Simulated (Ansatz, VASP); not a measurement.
## One calculation of In, two programs

Contents of INCAR:

```
SYSTEM = In
PREC = Accurate
ENCUT = 520
EDIFF = 1E-6
ISMEAR = -1
SIGMA = 0.008617333262145177
LREAL = .False.
LASPH = .True.
NELM = 80
ALGO = Normal
ISIF = 2
LWAVE = .False.
LCHARG = .False.
GGA = PE
NBANDS = 26
```

Contents of KPOINTS:

```
regular mesh
0
Gamma
  6 6 6
  0 0 0
```

File POSCAR:

```
In
1.0
    1.6696368166      0.9639652655      8.2074632500
   -1.6696368166      0.9639652655      8.2074632500
    0.0000000000     -1.9279305310      8.2074632500
In
3
Direct
    0.0000000000      0.0000000000      0.0000000000
    0.7780122400      0.7780122400      0.7780122400
    0.2219877600      0.2219877600      0.2219877600
```

Input for Ansatz:

```yaml
crystal:
  lattice:
    - [1.6696368166, 0.9639652655, 8.20746325]
    - [-1.6696368166, 0.9639652655, 8.20746325]
    - [0.0, -1.927930531, 8.20746325]
  atoms:
    - { symbol: In, position: [0.0, 0.0, 0.0] }
    - { symbol: In, position: [0.77801224, 0.77801224, 0.77801224] }
    - { symbol: In, position: [0.22198776, 0.22198776, 0.22198776] }
basis:
  ecutwfc: 420
kpoints:
  mp_grid: { grid: [6, 6, 6] }
hamiltonian:
  xc: pbe
scf:
  occupations: { method: fermi_dirac, width: "100 K" }
output:
  forces: true
  stress: true
  eigenvalues: true
```

Alike in both runs: task single point; functional PBE; k mesh 6 × 6 × 6; no spin polarisation.

|  | VASP | Ansatz |
| --- | --- | --- |
| version | VASP 6.6.1 | Ansatz 0.2.0 |
| potentials or method | VASP PAW PBE potentials, release 64 (In_d), cutoff 520 eV | scalar-relativistic, plane waves, PAW |
| occupations | fermi-dirac, width 0.00861733 eV | fermi-dirac |
| valence electrons in the cell | 39 | 39 |

VASP gave:

| Item | Value |
| --- | --- |
| gap on the k mesh at the Fermi level (eV) | none |
| pressure (GPa) | 1.4 |
| traceless stress, the component that is largest in VASP (GPa) | -1.21 |

Problem. Which values does Ansatz return?

Solution. gap on the k mesh at the Fermi level (eV): none; pressure (GPa): 1.5; traceless stress, the component that is largest in VASP (GPa): -1.21.

A gap of «none» marks a metal or a gap that the smearing closes.

The k mesh is coarse, so the values compare programs but aren't converged.
